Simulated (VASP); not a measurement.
# CoO in VASP: a series of runs, part 2 of 2

VASP 6.6.1. The steps go on from the part before.

## Step 4: Single point, PBE, collinear spin, ferromagnetic start

This run uses another cell than the first one, of 11.58 Å³/atom, 1.265 times its volume.

The input, INCAR:

```
ALGO = Normal ; EDIFF = 1E-7
ENCUT = 520 ; GGA = PE
ISIF = 2 ; ISMEAR = -1
ISPIN = 2 ; LASPH = True
LCHARG = False ; LMAXMIX = 4
LORBIT = 11 ; LREAL = False
LWAVE = False ; MAGMOM = 4 4 0 0
NBANDS = 27 ; NELM = 150
NUPDOWN = 8.0 ; PREC = Accurate
SIGMA = 0.05
```

The input, KPOINTS:

```
k-points
0
Gamma
  8 8 5
```

The input, POSCAR:

```
CoO
1.0
    3.1976457435      0.0000000000      0.0000000000
   -1.5988228718      2.7692424462      0.0000000000
    0.0000000000      0.0000000000      5.2287097100
Co O
2 2
Direct
    0.3333333333      0.6666666667      0.5033624100
    0.0000000000      0.0000000000      0.0034741400
    0.3333333333      0.6666666667      0.8715556000
    0.0000000000      0.0000000000      0.3716088500
```

Potentials or basis: VASP PAW PBE potentials, release 64 (Co, O).

Started as:

```
cat potpaw_PBE.64/Co/POTCAR potpaw_PBE.64/O/POTCAR > POTCAR
mpirun -np 1 vasp_std > vasp.out
```

OUTCAR:

```text
EDIFF = 1E-7
   ENCUT = 520
   GGA = PE
   ISIF = 2
   ISMEAR = -1
   ISPIN = 2
   LASPH = True
   LORBIT = 11
   LREAL = False
   NELM = 150
   NUPDOWN = 8.0
   PREC = Accurate

 ion  position               nearest neighbor table
   1  0.333  0.667  0.503-   3 1.93   4 1.97   4 1.97   4 1.97
   2  0.000  0.000  0.003-   4 1.92   3 1.97   3 1.97   3 1.97
   3  0.333  0.667  0.872-   1 1.93   2 1.97   2 1.97   2 1.97
   4  0.000  0.000  0.372-   2 1.92   1 1.97   1 1.97   1 1.97

  LATTYP: Found a hexagonal cell.
 ALAT       =     3.1976457435
 C/A-ratio  =     1.6351747909

  Lattice vectors:

 A1 = (   3.1976457435,   0.0000000000,   0.0000000000)
 A2 = (  -1.5988228718,   2.7692424462,   0.0000000000)
 A3 = (   0.0000000000,   0.0000000000,   5.2287097100)

Analysis of symmetry for initial positions (statically):
=====================================================================
 Subroutine PRICEL returns:
 Original cell was already a primitive cell.

 Routine SETGRP: Setting up the symmetry group for a
 hexagonal supercell.

 Subroutine GETGRP returns: Found  6 space group operations
 (whereof  6 operations were pure point group operations)
 out of a pool of 24 trial point group operations.

The static configuration has the point symmetry C_3v.

Analysis of symmetry for dynamics (positions and initial velocities):
=====================================================================
 Subroutine PRICEL returns:
 Original cell was already a primitive cell.

 Routine SETGRP: Setting up the symmetry group for a
 hexagonal supercell.

 Subroutine GETGRP returns: Found  6 space group operations
 (whereof  6 operations were pure point group operations)
 out of a pool of 24 trial point group operations.

The dynamic configuration has the point symmetry C_3v.

Analysis of structural, dynamic, and magnetic symmetry:
=====================================================================
 Subroutine PRICEL returns:
 Original cell was already a primitive cell.

 Routine SETGRP: Setting up the symmetry group for a
 hexagonal supercell.

 Subroutine GETGRP returns: Found  6 space group operations
 (whereof  6 operations were pure point group operations)
 out of a pool of 24 trial point group operations.

The overall configuration has the point symmetry C_3v.

 Subroutine INISYM returns: Found  6 space group operations
 (whereof  6 operations are pure point group operations),
 and found     1 'primitive' translations

----------------------------------------------------------------------------------------

                                     Primitive cell

  volume of cell :      46.3005

  direct lattice vectors                    reciprocal lattice vectors
     3.197645743  0.000000000  0.000000000     0.312730077  0.180554794  0.000000000
    -1.598822872  2.769242446  0.000000000     0.000000000  0.361109588  0.000000000
     0.000000000  0.000000000  5.228709710     0.000000000  0.000000000  0.191251773

  length of vectors
     3.197645743  3.197645744  5.228709710     0.361109588  0.361109588  0.191251773

  position of ions in fractional coordinates (direct lattice)
     0.333333333  0.666666667  0.503362410
[... 72 lines left out ...]
 SYSTEM =  unknown system
   PREC   = accura    normal or accurate (medium, high low for compatibility)
   ISTART =      0    job   : 0-new  1-cont  2-samecut
   ICHARG =      2    charge: 1-file 2-atom 10-const
   ISPIN  =      2    spin polarized calculation?
   LNONCOLLINEAR =      F non collinear calculations
   LSORBIT =      F    spin-orbit coupling
   LASPH  =      T    aspherical Exc in radial PAW
   ENCUT  =  520.0 eV  38.22 Ry    6.18 a.u.   5.95  5.95  9.72*2*pi/ulx,y,z
   NELM   =    150;   NELMIN=  2; NELMDL= -5     # of ELM steps
   EDIFF  = 0.1E-06   stopping-criterion for ELM
   LREAL  =      F    real-space projection
   EDIFFG = 0.1E-05   stopping-criterion for IOM
   NSW    =      0    number of steps for IOM
   IBRION =     -1    ionic relax: 0-MD 1-quasi-New 2-CG
   NFREE  =      0    steps in history (QN), initial steepest desc. (CG)
   ISIF   =      2    stress and relaxation
   ISYM   =      2    0-nonsym 1-usesym 2-fastsym
   POTIM  = 0.5000    time-step for ionic-motion
   TEBEG  =    0.0;   TEEND  =   0.0 temperature during run
   PSTRESS=    0.0 pullay stress
   NELECT =      30.0000    total number of electrons
   NUPDOWN=       8.0000    fix difference up-down
   EMIN   =  10.00;   EMAX   =-10.00  energy-range for DOS
   EFERMI =   0.00;   METHOD = LEGACY
   ISMEAR =    -1;   SIGMA  =   0.05  broadening in eV -4-tet -1-fermi 0-gaus
   EFERMI_NEDOS =   21; number of points for ismear=-14 and -15
   IALGO  =     38    algorithm
   IMIX   =      4    mixing-type and parameters
     AMIX     =   0.40;   BMIX     =  1.00
     AMIX_MAG =   1.60;   BMIX_MAG =  1.00
  volume/ion in A,a.u.               =      11.58        78.11
  Fermi-wavevector in a.u.,A,eV,Ry     =   1.416620  2.677023 27.304329  2.006812
  Thomas-Fermi vector in A             =   2.537935
   LORBIT       =     11    0 simple, 1 ext, 2 COOP (PROOUT), +10 PAW based schemes
   GGA     = PE    functional components
   LHFCALC =     F    Hartree Fock is set to
   AEXX    =    0.0000 exact exchange contribution
   IVDW    =     0    specifies the selected vdW correction
   LEPSILON=     F    determine dielectric tensor
   LRPA    =     F    only Hartree local field effects (RPA)
 spin polarized calculation
  energy-cutoff  :      520.00
  volume of cell :       46.30
 maximum number of plane-waves:      1266
   NGX = 11   NGY = 11   NGZ = 19

 number of electron      30.0000009 magnetization       8.0000005

 Free energy of the ion-electron system (eV)
  ---------------------------------------------------
  ext. energy  EPLUGINS =         0.00000000
  ---------------------------------------------------
  free energy    TOTEN  =       -22.37428803 eV

  energy without entropy =      -22.30871711  energy(sigma->0) =      -22.34150257

 E-fermi :   4.7519     XC(G=0): -11.2833

 val. band max:       10.6626583361   @ k =   0.0000   0.3750   0.4000
 cond. band min:       4.7546909843   @ k =   0.5000   0.0000   0.4000
 fundamental gap:     -5.9079673518
 Fermi energy:        10.6884570661

 spin component 1

 k-point     1 :       0.0000    0.0000    0.0000
  band No.  band energies     occupation
      1     -14.3177      1.00000
      2     -13.6924      1.00000
      3      -1.3981      1.00000
      4      -1.0236      1.00000
      5      -0.8613      1.00000
      6      -0.8613      1.00000
[... 709 lines left out ...]
     26      20.4219      0.00000
     27      21.6418      0.00000

 [... further k-points ...]

 spin component 2

 k-point     1 :       0.0000    0.0000    0.0000
  band No.  band energies     occupation
      1     -13.2287      1.00000
      2     -12.5698      1.00000
      3      -0.3001      1.00000
      4       0.8669      1.00000
      5       1.0410      1.00000
      6       1.0410      1.00000
[... 709 lines left out ...]
     26      21.7561      0.00000
     27      23.0099      0.00000

 [... further k-points ...]
[... 5 lines left out ...]
  --------------------------------------------------------------------------------------
  -------------------------------------------------------------------------------------
  Total        3.5453018      3.5453018      4.7858168     -0.0000000      0.0000000      0.0000000
  in kB      122.6811782    122.6811782    165.6078006     -0.0000000      0.0000000      0.0000000
  external PRESSURE =     136.9900523 kB  Pullay stress =       0.0000000 kB

 VOLUME and BASIS-vectors are now :
 -----------------------------------------------------------------------------
  energy-cutoff  :      520.00
  volume of cell :       46.30
      direct lattice vectors                 reciprocal lattice vectors
     3.197645743  0.000000000  0.000000000     0.312730077  0.180554794  0.000000000
    -1.598822872  2.769242446  0.000000000     0.000000000  0.361109588  0.000000000
     0.000000000  0.000000000  5.228709710     0.000000000  0.000000000  0.191251773

 POSITION                                       TOTAL-FORCE (eV/Angst)
 -----------------------------------------------------------------------------------
     -0.00000      1.84616      2.63194         0.000000      0.000000     -0.180882
      0.00000      0.00000      0.01817         0.000000      0.000000     -0.187579
     -0.00000      1.84616      4.55711        -0.000000     -0.000000      0.182496
      0.00000      0.00000      1.94303         0.000000      0.000000      0.185964
 -----------------------------------------------------------------------------------
    total drift:                               -0.000000     -0.000001     -0.000787

  FREE ENERGIE OF THE ION-ELECTRON SYSTEM (eV)
  ---------------------------------------------------
  free  energy   TOTEN  =       -22.3742880261 eV

  energy  without entropy=      -22.3087171071  energy(sigma->0) =      -22.34150257

 total charge

# of ion       s       p       d       tot
------------------------------------------
    1        0.409   0.461   6.950   7.819
    2        0.409   0.461   6.950   7.819
    3        1.590   3.407   0.000   4.996
    4        1.590   3.407   0.000   4.997
--------------------------------------------------
tot          3.997   7.735  13.899  25.631

 magnetization (x)

# of ion       s       p       d       tot
------------------------------------------
    1        0.084   0.108   2.793   2.985
    2        0.084   0.108   2.793   2.985
    3        0.069   0.534   0.000   0.603
    4        0.069   0.534   0.000   0.603
--------------------------------------------------
tot          0.306   1.284   5.585   7.175
```

OSZICAR:

```text
N       E                     dE             d eps       ncg     rms          rms(c)
DAV:   1     0.264982110115E+03    0.26498E+03   -0.13868E+04  4328   0.132E+03
DAV:   2    -0.242312804602E+01   -0.26741E+03   -0.24591E+03  4454   0.320E+02
DAV:   3    -0.312288411334E+02   -0.28806E+02   -0.28085E+02  4828   0.119E+02
[... 11 lines left out ...]
DAV:  15    -0.223742815628E+02   -0.30107E-05   -0.19002E-04  6237   0.126E-01    0.420E-02
DAV:  16    -0.223742863690E+02   -0.48062E-05   -0.31882E-05  5740   0.523E-02    0.259E-02
DAV:  17    -0.223742878507E+02   -0.14817E-05   -0.21361E-05  5545   0.542E-02    0.101E-02
DAV:  18    -0.223742880107E+02   -0.15992E-06   -0.37522E-06  5736   0.202E-02    0.506E-03
DAV:  19    -0.223742880261E+02   -0.15398E-07   -0.69977E-07  4104   0.992E-03
   1 F= -.22374288E+02 E0= -.22341503E+02  d E =-.655709E-01  mag=     8.0000
```

Run time: 1.8 min. Hardware: 1 thread of AMD EPYC 7R13 (Zen 3), shared host; peak memory 0.19 GiB.

What came out:

| Item | Value |
| --- | --- |
| Free energy | -22.3743 eV |
| Pressure | 13.7 GPa |
| Largest force | 0.188 eV/Å |
| Net moment | 8.00 μB per cell |
| Site moments | Co +2.98; O +0.60 μB |
| Valence electrons inside the program's atomic spheres | Co 7.82; O 5.00 |

Forces in eV/Å, atoms in the order of the input:
```
Co   0.000  0.000 -0.181
Co   0.000  0.000 -0.188
O    0.000  0.000  0.182
O    0.000  0.000  0.186
```

Stress tensor (GPa, compression positive):
```
12.27  0.00  0.00
 0.00 12.27  0.00
 0.00  0.00 16.56
```

Caveat: the total moment is fixed, so each spin has its own Fermi level.

## Step 5: The runs side by side

```csv
level,fixed moment (μB),cell,k mesh,gap on the mesh (eV),pressure (GPa),moment (μB),largest force (eV/Å)
PBEsol,-,"a = 2.661, b = 2.661, c = 5.967 Å, angles 90.0, 90.0, 120.0°, 4 atoms",10 × 10 × 5,none,-2.4,2.42,0.73
PBEsol,-,"a = 3.053, b = 3.053, c = 5.251 Å, angles 90.0, 90.0, 120.0°, 4 atoms",10 × 10 × 5,none,-3.6,4.06,0.28
PBE,8.0,"a = 3.198, b = 3.198, c = 5.229 Å, angles 90.0, 90.0, 120.0°, 4 atoms",8 × 8 × 5,-,13.7,8.00,0.19
```

Alike in all rows: task single point; potentials or basis VASP PAW PBE potentials, release 64 (Co, O); spin collinear, ferromagnetic start; cutoff (eV) 520; smearing fermi-dirac 0.05 eV.

Caveats: the PAW data sets were made with another functional, which shifts forces and pressure a little (some runs); semilocal functionals often make such compounds metallic where correlation or magnetic order opens a gap, which also shifts bond lengths (some runs); the total moment is fixed, so each spin has its own Fermi level (some runs).

Total energies depend on the potentials used, so only differences within one code and one set of settings carry meaning.
